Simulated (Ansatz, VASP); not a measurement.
**One calculation of AlCo, two programs**

```
Al Co
1.0
     2.85053    0.00000    0.00000
     0.00000    2.85053    0.00000
     0.00000    0.00000    2.85053
Al Co
1 1
Direct
  0.00000 0.00000 0.00000
  0.50000 0.50000 0.50000
```

Alike in both runs: task single point; functional PBEsol; k mesh 14 × 14 × 14; occupations gaussian, width 0.1 eV; no spin polarisation.

|  | VASP | Ansatz |
| --- | --- | --- |
| version | VASP 6.6.1 | Ansatz 0.2.0 |
| potentials or method | VASP PAW PBE potentials, release 64 (Al, Co), cutoff 520 eV | scalar-relativistic, plane waves, PAW |
| valence electrons in the cell | 12 | 20 |

```csv
,VASP,Ansatz,Ansatz less VASP
gap on the k mesh at the Fermi level (eV),none,none,-
pressure (GPa),-5.4,-5.4,-0.01
```

VASP's potentials were made for PBE, not for PBEsol. A gap of «none» marks a metal or a gap that the smearing closes. The functional is the same, so the differences come from potentials, cutoffs and numerics. VASP's potentials hold 12 valence electrons a cell and Ansatz's 20, so a difference there can come from the potentials and not from the codes.
